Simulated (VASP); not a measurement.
# Si5Ge in VASP: further runs, part 2 of 2

VASP 6.6.1.

## Step 3: Single point, PBE

INCAR reads:

```
PREC = Accurate
ENCUT = 520
EDIFF = 1E-6
ISMEAR = 0
SIGMA = 0.1
LREAL = False
LASPH = True
NELM = 80
ALGO = Normal
ISIF = 2
LWAVE = False
LCHARG = False
GGA = PE
NBANDS = 26
```

KPOINTS reads:

```
regular mesh
0
Gamma
  12 12 6
```

POSCAR reads:

```
Si5Ge
1.0
    3.2833956773      0.0000000000      0.0000000000
    0.0000000000      3.2828480126      0.0000000000
    0.0000000000      0.0000000000      8.6530929001
Si Ge
5 1
Direct
    0.0000000000      0.0000000000      0.8424258166
    0.5000000000      0.5000000000      0.0000000000
    0.0000000000      0.0000000000      0.1575741834
    0.5000000000      0.5000000000      0.3000411023
    0.5000000000      0.5000000000      0.6999588977
    0.0000000000      0.0000000000      0.5000000000
```

Potentials or basis: VASP PAW PBE potentials, release 64 (Si, Ge_d).

Launch:

```
$ cat potpaw_PBE.64/Si/POTCAR potpaw_PBE.64/Ge_d/POTCAR > POTCAR
$ mpirun -np 1 vasp_std > vasp.out
```

OUTCAR:

```text
PREC = Accurate
   ENCUT = 520
   EDIFF = 1E-6
   ISMEAR = 0
   LREAL = False
   LASPH = True
   NELM = 80
   ISIF = 2
   GGA = PE

 ion  position               nearest neighbor table
   1  0.000  0.000  0.842-   5 2.63   5 2.63   5 2.63   5 2.63   2 2.69   2 2.69   2 2.69   2 2.69
                             3 2.73   6 2.96
   2  0.500  0.500  0.000-   4 2.60   5 2.60   1 2.69   3 2.69   1 2.69   3 2.69   1 2.69   3 2.69
                             1 2.69   3 2.69
   3  0.000  0.000  0.158-   4 2.63   4 2.63   4 2.63   4 2.63   2 2.69   2 2.69   2 2.69   2 2.69
                             1 2.73   6 2.96
   4  0.500  0.500  0.300-   2 2.60   3 2.63   3 2.63   3 2.63   3 2.63   6 2.90   6 2.90   6 2.90
                             6 2.90
   5  0.500  0.500  0.700-   2 2.60   1 2.63   1 2.63   1 2.63   1 2.63   6 2.90   6 2.90   6 2.90
                             6 2.90
   6  0.000  0.000  0.500-   4 2.90   5 2.90   4 2.90   5 2.90   4 2.90   5 2.90   4 2.90   5 2.90
                             1 2.96   3 2.96

  LATTYP: Found a simple orthorhombic cell.
 ALAT       =     3.2828480126
 B/A-ratio  =     1.0001668261
 C/A-ratio  =     2.6358493804

  Lattice vectors:

 A1 = (   0.0000000000,  -3.2828480126,   0.0000000000)
 A2 = (   3.2833956773,   0.0000000000,   0.0000000000)
 A3 = (   0.0000000000,   0.0000000000,   8.6530929001)

Analysis of symmetry for initial positions (statically):
=====================================================================
 Subroutine PRICEL returns:
 Original cell was already a primitive cell.

 Routine SETGRP: Setting up the symmetry group for a
 simple orthorhombic supercell.

 Subroutine GETGRP returns: Found  8 space group operations
 (whereof  8 operations were pure point group operations)
 out of a pool of  8 trial point group operations.

The static configuration has the point symmetry D_2h.

Analysis of symmetry for dynamics (positions and initial velocities):
[... 134 lines left out ...]
   ISMEAR =     0;   SIGMA  =   0.10  broadening in eV -4-tet -1-fermi 0-gaus
   EFERMI_NEDOS =   21; number of points for ismear=-14 and -15
   IALGO  =     38    algorithm
   IMIX   =      4    mixing-type and parameters
     AMIX     =   0.40;   BMIX     =  1.00
     AMIX_MAG =   1.60;   BMIX_MAG =  1.00
  volume/ion in A,a.u.               =      15.55       104.90
  Fermi-wavevector in a.u.,A,eV,Ry     =   1.169462  2.209962 18.607882  1.367641
  Thomas-Fermi vector in A             =   2.305934
   LORBIT       =      0    0 simple, 1 ext, 2 COOP (PROOUT), +10 PAW based schemes
   GGA     = PE    functional components
   LHFCALC =     F    Hartree Fock is set to
   AEXX    =    0.0000 exact exchange contribution
   IVDW    =     0    specifies the selected vdW correction
   LEPSILON=     F    determine dielectric tensor
   LRPA    =     F    only Hartree local field effects (RPA)
 non-spin polarized calculation
 Gauss-broadening in eV      SIGMA  =   0.10
  energy-cutoff  :      520.00
  volume of cell :       93.27
 maximum number of plane-waves:      2552
   NGX = 13   NGY = 13   NGZ = 33

 number of electron      33.9999990 magnetization

 Free energy of the ion-electron system (eV)
  ---------------------------------------------------
  ext. energy  EPLUGINS =         0.00000000
  ---------------------------------------------------
  free energy    TOTEN  =       -28.73675056 eV

  energy without entropy =      -28.72473231  energy(sigma->0) =      -28.73074144

 E-fermi :   9.1017     XC(G=0): -11.1122

 val. band max:        9.0931733905   @ k =   0.3333   0.3333   0.0000
 cond. band min:       9.1148154209   @ k =   0.0833   0.5000   0.3333
 fundamental gap:      0.0216420304
 Fermi energy:         9.1017183246

 k-point     1 :       0.0000    0.0000    0.0000
  band No.  band energies     occupation
      1     -15.6581      2.00000
      2     -15.6482      2.00000
      3     -15.6317      2.00000
      4     -15.6316      2.00000
      5     -15.6205      2.00000
      6      -4.9879      2.00000
[... 685 lines left out ...]
     25      13.9584      0.00000
     26      14.4488      0.00000

 [... further k-points ...]
[... 5 lines left out ...]
  --------------------------------------------------------------------------------------
  -------------------------------------------------------------------------------------
  Total       -0.0247070     -0.0197873     -0.0267315      0.0000000      0.0000000      0.0000000
  in kB       -0.4244092     -0.3399013     -0.4591855      0.0000000      0.0000000      0.0000000
  external PRESSURE =      -0.4078320 kB  Pullay stress =       0.0000000 kB

 VOLUME and BASIS-vectors are now :
 -----------------------------------------------------------------------------
  energy-cutoff  :      520.00
  volume of cell :       93.27
      direct lattice vectors                 reciprocal lattice vectors
     3.283395677  0.000000000  0.000000000     0.304562745  0.000000000  0.000000000
     0.000000000  3.282848013  0.000000000     0.000000000  0.304613554  0.000000000
     0.000000000  0.000000000  8.653092900     0.000000000  0.000000000  0.115565615

 POSITION                                       TOTAL-FORCE (eV/Angst)
 -----------------------------------------------------------------------------------
      0.00000      0.00000      7.28959         0.000000      0.000000     -0.004113
      1.64170      1.64142      0.00000        -0.000000     -0.000000      0.000000
      0.00000      0.00000      1.36350        -0.000000     -0.000000      0.004113
      1.64170      1.64142      2.59628         0.000000     -0.000000     -0.003993
      1.64170      1.64142      6.05681        -0.000000      0.000000      0.003993
      0.00000      0.00000      4.32655        -0.000000     -0.000000      0.000000
 -----------------------------------------------------------------------------------
    total drift:                                0.000000      0.000000      0.000000

  FREE ENERGIE OF THE ION-ELECTRON SYSTEM (eV)
  ---------------------------------------------------
  free  energy   TOTEN  =       -28.7367505644 eV

  energy  without entropy=      -28.7247323101  energy(sigma->0) =      -28.73074144
```

OSZICAR:

```text
N       E                     dE             d eps       ncg     rms          rms(c)
DAV:   1     0.192807402516E+03    0.19281E+03   -0.14663E+04 12626   0.202E+03
DAV:   2    -0.168612143073E+01   -0.19449E+03   -0.18093E+03 11382   0.543E+02
DAV:   3    -0.280600364433E+02   -0.26374E+02   -0.25600E+02 12400   0.103E+02
DAV:   4    -0.289799996205E+02   -0.91996E+00   -0.91401E+00 12808   0.192E+01
DAV:   5    -0.289995561063E+02   -0.19556E-01   -0.19541E-01 13490   0.327E+00    0.609E+00
DAV:   6    -0.287822099182E+02    0.21735E+00   -0.58309E-01 13650   0.548E+00    0.349E+00
DAV:   7    -0.287485658850E+02    0.33644E-01   -0.13781E-01 11838   0.192E+00    0.184E+00
DAV:   8    -0.287370128082E+02    0.11553E-01   -0.48917E-02 12218   0.105E+00    0.314E-01
DAV:   9    -0.287368193620E+02    0.19345E-03   -0.46266E-03 12266   0.308E-01    0.233E-01
DAV:  10    -0.287367754668E+02    0.43895E-04   -0.40200E-04 13464   0.125E-01    0.118E-01
DAV:  11    -0.287367493376E+02    0.26129E-04   -0.79733E-05 12378   0.478E-02    0.230E-02
DAV:  12    -0.287367515302E+02   -0.21926E-05   -0.84257E-06 12138   0.146E-02    0.824E-03
DAV:  13    -0.287367505644E+02    0.96586E-06   -0.13734E-06  7790   0.559E-03
   1 F= -.28736751E+02 E0= -.28730741E+02  d E =-.120183E-01
```

stdout:

```text
POSCAR found type information on POSCAR SiGe
 POSCAR found :  2 types and       6 ions
 scaLAPACK will be used
 LDA part: xc-table for (Slater+PW92), standard interpolation
 POSCAR, INCAR and KPOINTS ok, starting setup
 FFT: planning ... GRIDC
 FFT: planning ... GRID_SOFT
 FFT: planning ... GRID
 WAVECAR not read
 entering main loop
```

It took 3.5 min on 1 thread of Intel Xeon 6975P-C, shared host; peak memory 0.48 GiB.

What came out:

| Item | Value |
| --- | --- |
| Free energy | -28.7368 eV |
| Pressure | 0.0 GPa |
| Largest force | 0.004 eV/Å |
| Band gap on the k mesh | zero (band 17 reaches 11.43 eV, above the bottom of band 18 at 6.56 eV) |

Forces on the atoms (eV/Å):
```
Si   0.000  0.000 -0.004
Si   0.000  0.000  0.000
Si   0.000  0.000  0.004
Si   0.000  0.000 -0.004
Si   0.000  0.000  0.004
Ge   0.000  0.000  0.000
```
